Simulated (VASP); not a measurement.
# SnGe5Se6 (P-3m1) in VASP: a series of runs

The runs below take SnGe5Se6 through single point, with PBE.

All numbers are computed with VASP 6.6.1; they aren't measurements. Logs are shortened: lines on timing, memory, paths and dates and some standing lists are left out, and cuts for length are marked.

**1. The cell of the first run**

It takes space group P-3m1 (No. 164, trigonal). Conventional cell: a = 4.035 Å, b = 4.035 Å, c = 19.951 Å, α = 90.00°, β = 90.00°, γ = 120.00°. Sn (site symmetry -3m) has 6 Se at 2.99 Å within 3.9 Å. Ge (site symmetry 3m) has 6 Se at 2.83 to 2.84 Å within 3.7 Å. Within 3.7 Å of Ge (site symmetry 3m) lie 6 Se at 2.84 Å. Ge (site symmetry -3m) has 6 Se at 2.84 Å within 3.7 Å. Se (site symmetry 3m) has 3 Ge at 2.83 Å and 3 Sn at 2.99 Å within 3.7 Å. Within 3.7 Å of Se (site symmetry 3m) lie 6 Ge at 2.84 Å. Within 3.7 Å of Se (site symmetry 3m) lie 6 Ge at 2.84 Å.

**2. Single point, PBE**

Contents of INCAR:

```
PREC = Accurate
ENCUT = 520
EDIFF = 1E-7
ISMEAR = 0
SIGMA = 0.1
LREAL = F
LASPH = T
NELM = 80
ALGO = Normal
ISIF = 2
LWAVE = F
LCHARG = T
GGA = PE
LELF = T
LVHAR = T
NBANDS = 72
```

Contents of KPOINTS:

```
Automatic mesh
0
Gamma
  6 6 1
```

Contents of POSCAR:

```
SnGe5Se6
1.0
    4.0345347835      0.0000000028      0.0000000000
   -2.0172673942      3.4940096135      0.0000000000
    0.0000000000      0.0000000000     19.9514141840
Sn Ge Se
1 5 6
Direct
    0.0000000000      0.0000000000      0.0000000000
    0.6666666667      0.3333333333      0.1748252820
    0.3333333333      0.6666666667      0.3374002168
    0.0000000000      0.0000000000      0.5000000000
    0.6666666667      0.3333333333      0.6625997832
    0.3333333333      0.6666666667      0.8251747180
    0.3333333333      0.6666666667      0.0940305407
    0.0000000000      0.0000000000      0.2563266849
    0.6666666667      0.3333333333      0.4187627086
    0.3333333333      0.6666666667      0.5812372914
    0.0000000000      0.0000000000      0.7436733151
    0.6666666667      0.3333333333      0.9059694593
```

Potentials or basis: VASP PAW PBE potentials, release 64 (Sn_d, Ge_d, Se).

The run is started by

```console
$ cat potpaw_PBE.64/Sn_d/POTCAR potpaw_PBE.64/Ge_d/POTCAR potpaw_PBE.64/Se/POTCAR > POTCAR
$ mpirun -np 1 vasp_std > vasp.out
```

OUTCAR:

```text
PREC = Accurate
   ENCUT = 520
   EDIFF = 1E-7
   ISMEAR = 0
   LREAL = F
   LASPH = T
   NELM = 80
   ISIF = 2
   GGA = PE

 ion  position               nearest neighbor table
   1  0.000  0.000  0.000-   7 2.99  12 2.99   7 2.99  12 2.99  12 2.99   7 2.99
   2  0.667  0.333  0.175-   7 2.83   7 2.83   7 2.83   8 2.84   8 2.84   8 2.84
   3  0.333  0.667  0.337-   8 2.84   8 2.84   8 2.84   9 2.84   9 2.84   9 2.84
   4  0.000  0.000  0.500-   9 2.84  10 2.84  10 2.84   9 2.84   9 2.84  10 2.84
   5  0.667  0.333  0.663-  11 2.84  11 2.84  11 2.84  10 2.84  10 2.84  10 2.84
   6  0.333  0.667  0.825-  12 2.83  12 2.83  12 2.83  11 2.84  11 2.84  11 2.84
   7  0.333  0.667  0.094-   2 2.83   2 2.83   2 2.83   1 2.99   1 2.99   1 2.99
   8  0.000  0.000  0.256-   3 2.84   3 2.84   3 2.84   2 2.84   2 2.84   2 2.84
   9  0.667  0.333  0.419-   4 2.84   4 2.84   4 2.84   3 2.84   3 2.84   3 2.84
  10  0.333  0.667  0.581-   4 2.84   4 2.84   4 2.84   5 2.84   5 2.84   5 2.84
  11  0.000  0.000  0.744-   5 2.84   5 2.84   5 2.84   6 2.84   6 2.84   6 2.84
  12  0.667  0.333  0.906-   6 2.83   6 2.83   6 2.83   1 2.99   1 2.99   1 2.99

  LATTYP: Found a hexagonal cell.
 ALAT       =     4.0345347835
 C/A-ratio  =     4.9451585510

  Lattice vectors:

 A1 = (   4.0345347835,   0.0000000028,   0.0000000000)
 A2 = (  -2.0172673942,   3.4940096135,   0.0000000000)
 A3 = (   0.0000000000,   0.0000000000,  19.9514141840)

Analysis of symmetry for initial positions (statically):
=====================================================================
 Subroutine PRICEL returns:
 Original cell was already a primitive cell.

 Routine SETGRP: Setting up the symmetry group for a
 hexagonal supercell.

 Subroutine GETGRP returns: Found 12 space group operations
 (whereof 12 operations were pure point group operations)
 out of a pool of 24 trial point group operations.

The static configuration has the point symmetry D_3d.

Analysis of symmetry for dynamics (positions and initial velocities):
=====================================================================
 Subroutine PRICEL returns:
 Original cell was already a primitive cell.

 Routine SETGRP: Setting up the symmetry group for a
 hexagonal supercell.

 Subroutine GETGRP returns: Found 12 space group operations
 (whereof 12 operations were pure point group operations)
 out of a pool of 24 trial point group operations.

The dynamic configuration has the point symmetry D_3d.

 Subroutine INISYM returns: Found 12 space group operations
 (whereof 12 operations are pure point group operations),
 and found     1 'primitive' translations

----------------------------------------------------------------------------------------

                                     Primitive cell

  volume of cell :     281.2492

  direct lattice vectors                    reciprocal lattice vectors
     4.034534783  0.000000003  0.000000000     0.247860052  0.143102068  0.000000000
    -2.017267394  3.494009613  0.000000000    -0.000000000  0.286204135  0.000000000
     0.000000000  0.000000000 19.951414184     0.000000000  0.000000000  0.050121760

  length of vectors
     4.034534783  4.034534783 19.951414184     0.286204135  0.286204135  0.050121760

  position of ions in fractional coordinates (direct lattice)
     0.000000000  0.000000000  0.000000000
     0.666666667  0.333333333  0.174825282
     0.333333333  0.666666667  0.337400217
     0.000000000  0.000000000  0.500000000
     0.666666667  0.333333333  0.662599783
     0.333333333  0.666666667  0.825174718
     0.333333333  0.666666667  0.094030541
     0.000000000  0.000000000  0.256326685
     0.666666667  0.333333333  0.418762709
     0.333333333  0.666666667  0.581237291
     0.000000000  0.000000000  0.743673315
     0.666666667  0.333333333  0.905969459

  ion indices of the primitive-cell ions
   primitive index   ion index
                 1           1
                 2           2
                 3           3
                 4           4
                 5           5
                 6           6
                 7           7
                 8           8
                 9           9
                10          10
                11          11
                12          12

----------------------------------------------------------------------------------------

 KPOINTS: Automatic mesh

Automatic generation of k-mesh.
 Grid dimensions read from file:
 generate k-points for:    6    6    1

 Generating k-lattice:

  Cartesian coordinates                     Fractional coordinates (reciprocal lattice)
     0.041310009  0.023850345  0.000000000     0.166666667  0.000000000  0.000000000
    -0.000000000  0.047700689  0.000000000     0.000000000  0.166666667  0.000000000
     0.000000000  0.000000000  0.050121760     0.000000000  0.000000000  1.000000000

  Length of vectors
     0.047700689  0.047700689  0.050121760

  Shift w.r.t. Gamma in fractional coordinates (k-lattice)
     0.000000000  0.000000000  0.000000000

 Subroutine IBZKPT returns following result:
 ===========================================

 Found      7 irreducible k-points:

 Following reciprocal coordinates:
            Coordinates               Weight
  0.000000  0.000000  0.000000      1.000000
  0.166667  0.000000  0.000000      6.000000
  0.333333  0.000000  0.000000      6.000000
  0.500000  0.000000  0.000000      3.000000
  0.166667  0.166667  0.000000      6.000000
  0.333333  0.166667  0.000000     12.000000
  0.333333  0.333333  0.000000      2.000000
   k-points           NKPTS =      7   k-points in BZ     NKDIM =      7   number of bands    NBANDS=     72
   number of dos      NEDOS =    301   number of ions     NIONS =     12
   total plane-waves  NPLWV = 135000
   dimension x,y,z NGX =    30 NGY =   30 NGZ =  150
   dimension x,y,z NGXF=    60 NGYF=   60 NGZF=  300
   ions per type =               1   5   6
   NGX,Y,Z   is equivalent  to a cutoff of  12.36, 12.36, 12.50 a.u.
   NGXF,Y,Z  is equivalent  to a cutoff of  24.72, 24.72, 25.00 a.u.
 SYSTEM =  unknown system
   PREC   = accura    normal or accurate (medium, high low for compatibility)
   ISTART =      0    job   : 0-new  1-cont  2-samecut
   ICHARG =      2    charge: 1-file 2-atom 10-const
   ISPIN  =      1    spin polarized calculation?
   LNONCOLLINEAR =      F non collinear calculations
   LSORBIT =      F    spin-orbit coupling
   LASPH  =      T    aspherical Exc in radial PAW
   ENCUT  =  520.0 eV  38.22 Ry    6.18 a.u.   7.50  7.50 37.10*2*pi/ulx,y,z
   NELM   =     80;   NELMIN=  2; NELMDL= -5     # of ELM steps
   EDIFF  = 0.1E-06   stopping-criterion for ELM
   LREAL  =      F    real-space projection
   EDIFFG = 0.1E-05   stopping-criterion for IOM
   NSW    =      0    number of steps for IOM
   IBRION =     -1    ionic relax: 0-MD 1-quasi-New 2-CG
   NFREE  =      0    steps in history (QN), initial steepest desc. (CG)
   ISIF   =      2    stress and relaxation
   ISYM   =      2    0-nonsym 1-usesym 2-fastsym
   POTIM  = 0.5000    time-step for ionic-motion
   TEBEG  =    0.0;   TEEND  =   0.0 temperature during run
   PSTRESS=    0.0 pullay stress
   NELECT =     120.0000    total number of electrons
   NUPDOWN=      -1.0000    fix difference up-down
   EMIN   =  10.00;   EMAX   =-10.00  energy-range for DOS
   EFERMI =   0.00;   METHOD = LEGACY
   ISMEAR =     0;   SIGMA  =   0.10  broadening in eV -4-tet -1-fermi 0-gaus
   EFERMI_NEDOS =   21; number of points for ismear=-14 and -15
   IALGO  =     38    algorithm
   IMIX   =      4    mixing-type and parameters
     AMIX     =   0.40;   BMIX     =  1.00
     AMIX_MAG =   1.60;   BMIX_MAG =  1.00
  volume/ion in A,a.u.               =      23.44       158.16
  Fermi-wavevector in a.u.,A,eV,Ry     =   1.232456  2.329005 20.666546  1.518948
  Thomas-Fermi vector in A             =   2.367226
   LORBIT       =      0    0 simple, 1 ext, 2 COOP (PROOUT), +10 PAW based schemes
   GGA     = PE    functional components
   LHFCALC =     F    Hartree Fock is set to
   AEXX    =    0.0000 exact exchange contribution
   IVDW    =     0    specifies the selected vdW correction
   LEPSILON=     F    determine dielectric tensor
   LRPA    =     F    only Hartree local field effects (RPA)
 non-spin polarized calculation
 Gauss-broadening in eV      SIGMA  =   0.10
  energy-cutoff  :      520.00
  volume of cell :      281.25
 maximum number of plane-waves:      7615
 NGX is ok and might be reduce to    30
   NGX = 15   NGY = 15   NGZ = 75

 number of electron     120.0000014 magnetization

 Free energy of the ion-electron system (eV)
  ---------------------------------------------------
  ext. energy  EPLUGINS =         0.00000000
  ---------------------------------------------------
  free energy    TOTEN  =       -50.37298662 eV

  energy without entropy =      -50.36696515  energy(sigma->0) =      -50.36997588

 E-fermi :   5.1855     XC(G=0):  -9.9614

 val. band max:        5.1584788386   @ k =   0.0000   0.0000   0.0000
 cond. band min:       5.2535215071   @ k =   0.5000   0.0000   0.0000
 fundamental gap:      0.0950426685
 Fermi energy:         5.1855319934

 k-point     1 :       0.0000    0.0000    0.0000
  band No.  band energies     occupation
      1     -20.0277      2.00000
      2     -20.0277      2.00000
      3     -20.0237      2.00000
      4     -20.0233      2.00000
      5     -20.0233      2.00000
      6     -20.0230      2.00000
[... 64 lines left out ...]
     71       7.9452      0.00000
     72       7.9452      0.00000

 k-point     2 :       0.1667    0.0000    0.0000
  band No.  band energies     occupation
      1     -20.0288      2.00000
      2     -20.0272      2.00000
      3     -20.0243      2.00000
      4     -20.0238      2.00000
      5     -20.0232      2.00000
      6     -20.0232      2.00000
[... 64 lines left out ...]
     71       8.2612      0.00000
     72       8.4881      0.00000

 k-point     3 :       0.3333    0.0000    0.0000
  band No.  band energies     occupation
      1     -20.0313      2.00000
      2     -20.0268      2.00000
      3     -20.0263      2.00000
      4     -20.0256      2.00000
      5     -20.0241      2.00000
      6     -20.0223      2.00000
[... 64 lines left out ...]
     71       8.3957      0.00000
     72       8.6129      0.00000

 k-point     4 :       0.5000    0.0000    0.0000
  band No.  band energies     occupation
      1     -20.0327      2.00000
      2     -20.0273      2.00000
      3     -20.0269      2.00000
      4     -20.0266      2.00000
      5     -20.0245      2.00000
      6     -20.0218      2.00000
[... 64 lines left out ...]
     71       8.7108      0.00000
     72       8.8036      0.00000

 k-point     5 :       0.1667    0.1667    0.0000
  band No.  band energies     occupation
      1     -20.0301      2.00000
      2     -20.0276      2.00000
      3     -20.0249      2.00000
      4     -20.0247      2.00000
      5     -20.0234      2.00000
      6     -20.0230      2.00000
[... 64 lines left out ...]
     71       8.5364      0.00000
     72       8.6662      0.00000

 k-point     6 :       0.3333    0.1667    0.0000
  band No.  band energies     occupation
      1     -20.0315      2.00000
      2     -20.0282      2.00000
      3     -20.0258      2.00000
      4     -20.0256      2.00000
      5     -20.0236      2.00000
      6     -20.0226      2.00000
[... 64 lines left out ...]
     71       9.0634      0.00000
     72       9.2156      0.00000

 k-point     7 :       0.3333    0.3333    0.0000
  band No.  band energies     occupation
      1     -20.0300      2.00000
      2     -20.0300      2.00000
      3     -20.0252      2.00000
      4     -20.0249      2.00000
      5     -20.0234      2.00000
      6     -20.0234      2.00000
[... 64 lines left out ...]
     71       9.3955      0.00000
     72       9.6389      0.00000

------------------------ aborting loop because EDIFF is reached ----------------------------------------

  FORCE on cell =-STRESS in cart. coord.  units (eV):
  Direction    XX          YY          ZZ          XY          YZ          ZX
  --------------------------------------------------------------------------------------
  -------------------------------------------------------------------------------------
  Total        0.0378911      0.0378911      0.1222769     -0.0000000      0.0000000     -0.0000000
  in kB        0.2158521      0.2158521      0.6965681     -0.0000000      0.0000000     -0.0000000
  external PRESSURE =       0.3760908 kB  Pullay stress =       0.0000000 kB

 VOLUME and BASIS-vectors are now :
 -----------------------------------------------------------------------------
  energy-cutoff  :      520.00
  volume of cell :      281.25
      direct lattice vectors                 reciprocal lattice vectors
     4.034534783  0.000000003  0.000000000     0.247860052  0.143102068  0.000000000
    -2.017267394  3.494009613  0.000000000    -0.000000000  0.286204135  0.000000000
     0.000000000  0.000000000 19.951414184     0.000000000  0.000000000  0.050121760

 POSITION                                       TOTAL-FORCE (eV/Angst)
 -----------------------------------------------------------------------------------
      0.00000      0.00000      0.00000        -0.000000     -0.000000     -0.000000
      2.01727      1.16467      3.48801        -0.000000      0.000000     -0.008834
     -0.00000      2.32934      6.73161        -0.000000      0.000000     -0.015414
      0.00000      0.00000      9.97571        -0.000000     -0.000000     -0.000000
      2.01727      1.16467     13.21980         0.000000      0.000000      0.015414
     -0.00000      2.32934     16.46340        -0.000000     -0.000000      0.008834
     -0.00000      2.32934      1.87604        -0.000000      0.000000      0.007423
      0.00000      0.00000      5.11408        -0.000000     -0.000000      0.009496
      2.01727      1.16467      8.35491        -0.000000     -0.000000      0.004946
     -0.00000      2.32934     11.59651         0.000000     -0.000000     -0.004946
      0.00000      0.00000     14.83733        -0.000000     -0.000000     -0.009496
      2.01727      1.16467     18.07537         0.000000     -0.000000     -0.007423
 -----------------------------------------------------------------------------------
    total drift:                                0.000000     -0.000000     -0.000000

  FREE ENERGIE OF THE ION-ELECTRON SYSTEM (eV)
  ---------------------------------------------------
  free  energy   TOTEN  =       -50.3729866154 eV

  energy  without entropy=      -50.3669651542  energy(sigma->0) =      -50.36997588
```

It took 9.5 min on 1 thread of AMD EPYC 7R13, shared host; peak memory 0.38 GiB.

Results:

| Property | Result |
| --- | --- |
| Free energy | -50.3730 eV |
| Pressure | 0.0 GPa |
| Largest force | 0.015 eV/Å |
| Band gap on the k mesh | 0.10 eV, indirect (least direct gap 0.17 eV) |

Forces on the atoms (eV/Å):
```
Sn   0.000  0.000  0.000
Ge   0.000  0.000 -0.009
Ge   0.000  0.000 -0.015
Ge   0.000  0.000  0.000
Ge   0.000  0.000  0.015
Ge   0.000  0.000  0.009
Se   0.000  0.000  0.007
Se   0.000  0.000  0.009
Se   0.000  0.000  0.005
Se   0.000  0.000 -0.005
Se   0.000  0.000 -0.009
Se   0.000  0.000 -0.007
```

Caveat: spin-orbit coupling is left out, which moves the levels of the heavy elements.

(Part 1 of 2 ends here.)
